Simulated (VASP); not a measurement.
Crystal: SiRu3.

```xyz
4
Lattice="0.0000 2.9161 2.9161 2.9161 0.0000 2.9161 2.9161 2.9161 0.0000" Properties=species:S:1:pos:R:3 pbc="T T T"
Ru    4.3741    4.3741    4.3741
Ru    1.4580    1.4580    1.4580
Ru    2.9161    2.9161    2.9161
Si    0.0000    0.0000    0.0000
```

```yaml
Program: VASP 6.6.1
Task: relaxation of cell and atoms
Functional: PBEsol
Potentials_or_basis: VASP PAW PBE potentials, release 64 (Ru_pv, Si)
Cutoff: 600 eV
k_mesh: 6 × 6 × 6
Occupations: gaussian, width 0.1 eV
Spin: no spin polarisation
```

At the start: pressure 20.7 GPa; volume 12.40 Å³/atom.

Question: How do energy, volume and symmetry change on relaxing?

Answer: Over 4 steps the energy falls by 48.1 meV/atom and the volume is 13.19 Å³/atom (+6.4 %); space group Fm-3m (No. 225, to 0.1 Å) before and after.

The path:
```tsv
step	energy change (eV)	largest force (eV/Å)	pressure (GPa)	volume (Å³)
1	0.0000	0.0000	20.72	49.59
2	0.8889	0.0000	-31.90	62.02
3	-0.1915	0.0000	-1.13	52.95
4	-0.1923	0.0000	-0.10	52.76
```

Final structure:
```yaml
crystal:
  lattice:
    - [0.00000, 2.97695, 2.97695]
    - [2.97695, 0.00000, 2.97695]
    - [2.97695, 2.97695, 0.00000]
  atoms:
    - { symbol: Ru, position: [0.75000, 0.75000, 0.75000] }
    - { symbol: Ru, position: [0.25000, 0.25000, 0.25000] }
    - { symbol: Ru, position: [0.50000, 0.50000, 0.50000] }
    - { symbol: Si, position: [0.00000, 0.00000, 0.00000] }
```

Caveat: the PAW data sets were made with another functional, which shifts forces and pressure a little.
